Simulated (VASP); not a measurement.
Write the native input for VASP 6.6.1 that does the following.

* Task: single point
* Functional: PBE
* Potentials or basis: VASP PAW PBE potentials, release 64 (Mg, S)
* Cutoff: 600 eV
* k mesh: 6 × 6 × 2
* Occupations: fermi-dirac, width 0.136057 eV
* Spin: no spin polarisation
* Hubbard terms: S p U = 5.9 eV
* Dipole correction: no
* Further INCAR settings: ALGO = Normal; EDIFF = 1e-06; NBANDS = 16

The structure of MgS lies in POSCAR:

```
MgS
1.0
    4.0346224068      0.0000000000      0.0000000000
   -2.0173112034      3.4940854990      0.0000000000
    0.0000000000      0.0000000000      6.4322941800
Mg S
2 2
Direct
    0.6666666667      0.3333333333      0.4957548500
    0.3333333333      0.6666666667      0.9957548500
    0.3333333333      0.6666666667      0.3792441500
    0.6666666667      0.3333333333      0.8792441500
```

One way to write it, as run:

INCAR

```
ALGO     = Normal         # electronic algorithm
EDIFF    = 1E-6           # SCF threshold, eV
ENCUT    = 600            # plane-wave cutoff, eV
GGA      = PE             # functional
GGA_COMPAT= False        
ISIF     = 2              # what is computed and relaxed
ISMEAR   = -1             # smearing method
LASPH    = True           # aspherical terms in the spheres
LCHARG   = False          # write CHGCAR
LDAU     = True           # DFT+U
LDAUJ    = 0 0          
LDAUL    = -1 1           # shell
LDAUPRINT= 1            
LDAUTYPE = 2            
LDAUU    = 0 5.9          # U, eV
LREAL    = False          # projectors in reciprocal space
LWAVE    = False          # write WAVECAR
NBANDS   = 16             # bands
NELM     = 200            # most SCF steps
PREC     = Accurate       # precision mode
SIGMA    = 0.13605693122994 # smearing width, eV
```

KPOINTS

```
k-points
0
Gamma
  6 6 2
```

Potentials or basis: VASP PAW PBE potentials, release 64 (Mg, S).

The run is started by

```bash
$ cat potpaw_PBE.64/Mg/POTCAR potpaw_PBE.64/S/POTCAR > POTCAR
$ mpirun -np 1 vasp_std > vasp.out
```

Results of the run:

- Pressure: 1.8 GPa
- Largest force: 0.049 eV/Å
- Band gap on the k mesh: 3.25 eV

Caveat: the k points lie up to 0.49 Å⁻¹ apart.

Run time: 38 s on 1 thread of Intel Xeon 8259CL, with other jobs on the host, peak memory 0.23 GiB.
